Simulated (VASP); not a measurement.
# Ir (P-1) in VASP: single point with PBE

Aim: the single point of Ir with PBE.

Program: VASP 6.6.1. These are calculated values, not measurements. Logs are shortened: lines on timing, memory, paths and dates and some standing lists are left out, and cuts for length are marked.

## Step 1: The cell of the first run

The typed cell holds 2 atoms: a = 2.832 Å, b = 2.897 Å, c = 4.398 Å, α = 88.38°, β = 88.60°, γ = 127.69°.

## Step 2: Single point, PBE

File INCAR:

```
SYSTEM = Ir
PREC = Accurate ; ENCUT = 500
EDIFF = 1E-6 ; ISMEAR = 0
SIGMA = 0.1 ; LREAL = .False.
LASPH = .True. ; NELM = 120
ALGO = Normal ; ISIF = 2
LWAVE = .False. ; LCHARG = .True.
GGA = PE ; LELF = .True.
LVHAR = .True. ; NBANDS = 16
GGA_COMPAT = .False.
```

File KPOINTS:

```
Automatic mesh
0
Gamma
  6 6 4
  0 0 0
```

File POSCAR:

```
Ir
1.0
    2.8242719406     -0.2116859602      0.0365820598
   -1.5954613895      2.4175110901      0.0416990371
    0.0593301851      0.1123456504      4.3959814770
Ir
2
Direct
    0.6666666667      0.3333333333      0.7500000000
    0.3333333333      0.6666666667      0.2500000000
```

Potentials or basis: VASP PAW PBE potentials, release 64 (Ir).

Launch:

```
cat potpaw_PBE.64/Ir/POTCAR > POTCAR
mpirun -np 1 vasp_std > vasp.out
```

OUTCAR:

```text
SYSTEM = Ir
   PREC = Accurate
   ENCUT = 500
   EDIFF = 1E-6
   ISMEAR = 0
   LREAL = .False.
   LASPH = .True.
   NELM = 120
   ISIF = 2
   GGA = PE

 ion  position               nearest neighbor table
   1  0.667  0.333  0.750-   2 2.60   2 2.62   2 2.73   2 2.75   2 2.78   2 2.79
   2  0.333  0.667  0.250-   1 2.60   1 2.62   1 2.73   1 2.75   1 2.78   1 2.79

  LATTYP: Found a triclinic cell.
 ALAT       =     2.5262161040
 B/A-ratio  =     1.1212145537
 C/A-ratio  =     1.7408712731
 COS(alpha) =     0.0244528070
 COS(beta)  =     0.0598427064
 COS(gamma) =     0.4201645819

  Lattice vectors:

 A1 = (  -1.2288105511,  -2.2058251299,  -0.0782810969)
 A2 = (  -2.8242719406,   0.2116859602,  -0.0365820598)
 A3 = (  -0.0593301851,  -0.1123456504,  -4.3959814770)

Analysis of symmetry for initial positions (statically):
=====================================================================
 Subroutine PRICEL returns:
 Original cell was already a primitive cell.

 Routine SETGRP: Setting up the symmetry group for a
 triclinic supercell.

 Subroutine GETGRP returns: Found  2 space group operations
 (whereof  2 operations were pure point group operations)
 out of a pool of  2 trial point group operations.

The static configuration has the point symmetry S_2 .

Analysis of symmetry for dynamics (positions and initial velocities):
=====================================================================
 Subroutine PRICEL returns:
 Original cell was already a primitive cell.

 Routine SETGRP: Setting up the symmetry group for a
 triclinic supercell.

 Subroutine GETGRP returns: Found  2 space group operations
 (whereof  2 operations were pure point group operations)
 out of a pool of  2 trial point group operations.

The dynamic configuration has the point symmetry S_2 .

 Subroutine INISYM returns: Found  2 space group operations
 (whereof  2 operations are pure point group operations),
 and found     1 'primitive' translations

----------------------------------------------------------------------------------------

                                     Primitive cell

  volume of cell :      28.5042

  direct lattice vectors                    reciprocal lattice vectors
     2.824271941 -0.211685960  0.036582060     0.372669121  0.246142092 -0.011320230
[... 77 lines left out ...]
   PREC   = accura    normal or accurate (medium, high low for compatibility)
   ISTART =      0    job   : 0-new  1-cont  2-samecut
   ICHARG =      2    charge: 1-file 2-atom 10-const
   ISPIN  =      1    spin polarized calculation?
   LNONCOLLINEAR =      F non collinear calculations
   LSORBIT =      F    spin-orbit coupling
   LASPH  =      T    aspherical Exc in radial PAW
   ENCUT  =  500.0 eV  36.75 Ry    6.06 a.u.   5.16  5.28  8.02*2*pi/ulx,y,z
   NELM   =    120;   NELMIN=  2; NELMDL= -5     # of ELM steps
   EDIFF  = 0.1E-05   stopping-criterion for ELM
   LREAL  =      F    real-space projection
   EDIFFG = 0.1E-04   stopping-criterion for IOM
   NSW    =      0    number of steps for IOM
   IBRION =     -1    ionic relax: 0-MD 1-quasi-New 2-CG
   NFREE  =      0    steps in history (QN), initial steepest desc. (CG)
   ISIF   =      2    stress and relaxation
   ISYM   =      2    0-nonsym 1-usesym 2-fastsym
   POTIM  = 0.5000    time-step for ionic-motion
   TEBEG  =    0.0;   TEEND  =   0.0 temperature during run
   PSTRESS=    0.0 pullay stress
   NELECT =      18.0000    total number of electrons
   NUPDOWN=      -1.0000    fix difference up-down
   EMIN   =  10.00;   EMAX   =-10.00  energy-range for DOS
   EFERMI =   0.00;   METHOD = LEGACY
   ISMEAR =     0;   SIGMA  =   0.10  broadening in eV -4-tet -1-fermi 0-gaus
   EFERMI_NEDOS =   21; number of points for ismear=-14 and -15
   IALGO  =     38    algorithm
   IMIX   =      4    mixing-type and parameters
     AMIX     =   0.40;   BMIX     =  1.00
     AMIX_MAG =   1.60;   BMIX_MAG =  1.00
  volume/ion in A,a.u.               =      14.25        96.18
  Fermi-wavevector in a.u.,A,eV,Ry     =   1.404524  2.654166 26.840048  1.972688
  Thomas-Fermi vector in A             =   2.527077
   LORBIT       =      0    0 simple, 1 ext, 2 COOP (PROOUT), +10 PAW based schemes
   GGA     = PE    functional components
   LHFCALC =     F    Hartree Fock is set to
   AEXX    =    0.0000 exact exchange contribution
   IVDW    =     0    specifies the selected vdW correction
   LEPSILON=     F    determine dielectric tensor
   LRPA    =     F    only Hartree local field effects (RPA)
 non-spin polarized calculation
 Gauss-broadening in eV      SIGMA  =   0.10
  energy-cutoff  :      500.00
  volume of cell :       28.50
 maximum number of plane-waves:       737
 NGX is ok and might be reduce to    24
   NGX = 11   NGY = 11   NGZ = 17

 number of electron      17.9999999 magnetization

 Free energy of the ion-electron system (eV)
  ---------------------------------------------------
  ext. energy  EPLUGINS =         0.00000000
  ---------------------------------------------------
  free energy    TOTEN  =       -16.90665278 eV

  energy without entropy =      -16.89311583  energy(sigma->0) =      -16.89988430

 E-fermi :  10.2811     XC(G=0): -13.9230

 val. band max:       10.2539835903   @ k =   0.3333   0.3333   0.0000
 cond. band min:      10.2928409009   @ k =  -0.3333   0.1667   0.5000
 fundamental gap:      0.0388573106
 Fermi energy:        10.2811299639

 k-point     1 :       0.0000    0.0000    0.0000
  band No.  band energies     occupation
      1      -0.7483      2.00000
      2       2.2790      2.00000
      3       5.1061      2.00000
      4       5.6511      2.00000
      5       6.6373      2.00000
      6       7.4246      2.00000
[... 433 lines left out ...]
      3       4.5763      2.00000
      4       4.6386      2.00000
      5       6.2878      2.00000
      6       8.0935      2.00000
[... 8 lines left out ...]
     15      21.7667      0.00000
     16      24.4175      0.00000

 [... further k-points ...]
[... 5 lines left out ...]
  --------------------------------------------------------------------------------------
  -------------------------------------------------------------------------------------
  Total        0.9737626      7.1876294      1.6809434      6.4713414     -1.1746217     -0.7466360
  in kB       54.7336296    404.0050772     94.4831218    363.7436830    -66.0235972    -41.9672095
  external PRESSURE =     184.4072762 kB  Pullay stress =       0.0000000 kB

 VOLUME and BASIS-vectors are now :
 -----------------------------------------------------------------------------
  energy-cutoff  :      500.00
  volume of cell :       28.50
      direct lattice vectors                 reciprocal lattice vectors
     2.824271941 -0.211685960  0.036582060     0.372669121  0.246142092 -0.011320230
    -1.595461390  2.417511090  0.041699037     0.032790822  0.435488814 -0.011572105
     0.059330185  0.112345650  4.395981477    -0.003412287 -0.006179246  0.227684459

 POSITION                                       TOTAL-FORCE (eV/Angst)
 -----------------------------------------------------------------------------------
      1.39553      0.74897      3.33527        -0.396382      0.200129      0.078484
     -0.10738      1.56920      1.13899         0.396382     -0.200129     -0.078484
 -----------------------------------------------------------------------------------
    total drift:                               -0.000000      0.000000     -0.000000

  FREE ENERGIE OF THE ION-ELECTRON SYSTEM (eV)
  ---------------------------------------------------
  free  energy   TOTEN  =       -16.9066527754 eV

  energy  without entropy=      -16.8931158296  energy(sigma->0) =      -16.89988430
```

stdout:

```text
POSCAR found type information on POSCAR Ir
 POSCAR found :  1 types and       2 ions
 scaLAPACK will be used
 LDA part: xc-table for (Slater+PW92), standard interpolation
 POSCAR, INCAR and KPOINTS ok, starting setup
 FFT: planning ... GRIDC
 FFT: planning ... GRID_SOFT
 FFT: planning ... GRID
 WAVECAR not read
 entering main loop
```

It took 28 s on 1 thread of Intel Xeon 6975P-C (Granite Rapids), shared host; peak memory 0.16 GiB.

What came out:

| Item | Value |
| --- | --- |
| Free energy | -16.9067 eV |
| Pressure | 18.4 GPa |
| Largest force | 0.451 eV/Å |
| Band gap on the k mesh | zero (band 9 reaches 11.31 eV, above the bottom of band 10 at 8.34 eV) |

Forces in eV/Å, atoms in the order of the input:
```
Ir  -0.396  0.200  0.078
Ir   0.396 -0.200 -0.078
```

Stress tensor (GPa, compression positive):
```
 5.47 36.37 -4.20
36.37 40.40 -6.60
-4.20 -6.60  9.45
```

Caveat: the k points lie up to 0.47 Å⁻¹ apart; spin-orbit coupling is left out, which moves the levels of the heavy elements.
